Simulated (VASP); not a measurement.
Write the native input for VASP 6.6.1 that does the following.

- Task: single point
- Functional: revPBE
- Potentials or basis: VASP PAW PBE potentials, release 64 (Pd)
- Cutoff: 520 eV
- k mesh: 21 × 21 × 11
- Occupations: fermi-dirac, width 0.1 eV
- Spin: no spin polarisation
- Dipole correction: no
- Further INCAR settings: ALGO = Normal; EDIFF = 1e-06; NBANDS = 17

The structure of Pd lies in POSCAR:

```
Pd
1.0
    2.8326131881      0.0000000000      0.0000000000
   -1.4163065941      2.4531149800      0.0000000000
    0.0000000000      0.0000000000      4.7166182687
Pd
2
Direct
    0.3333333333      0.6666666667      0.2500000000
    0.6666666667      0.3333333333      0.7500000000
```

This cell differs from its parent crystal: volume scaled by 1.04.

The input as run:

INCAR

```
SYSTEM = Pd
  PREC = Accurate
  ENCUT = 520
  EDIFF = 1E-6
  ISMEAR = -1
  SIGMA = 0.1
  LREAL = .False.
  LASPH = .True.
  NELM = 60
  ALGO = Normal
  ISIF = 2
  LWAVE = .False.
  LCHARG = .True.
  GGA = RE
  LELF = .True.
  LVHAR = .True.
  NBANDS = 17
```

KPOINTS

```
Automatic mesh
0
Gamma
  21 21 11
  0 0 0
```

Potentials or basis: VASP PAW PBE potentials, release 64 (Pd).

Run with:

```bash
$ cat potpaw_PBE.64/Pd/POTCAR > POTCAR
$ mpirun -np 1 vasp_std > vasp.out
```

It gave:

| Quantity | Value |
| --- | --- |
| Pressure | -5.5 GPa |
| Band gap on the k mesh | zero (band 10 reaches 8.35 eV, above the bottom of band 11 at 7.65 eV) |

Caveat: the PAW data sets were made with another functional, which shifts forces and pressure a little.

Run time: 73 s on 1 thread of AMD EPYC 9R45 96-Core Processor (Zen 5), with other jobs on the host, peak memory 0.23 GiB.
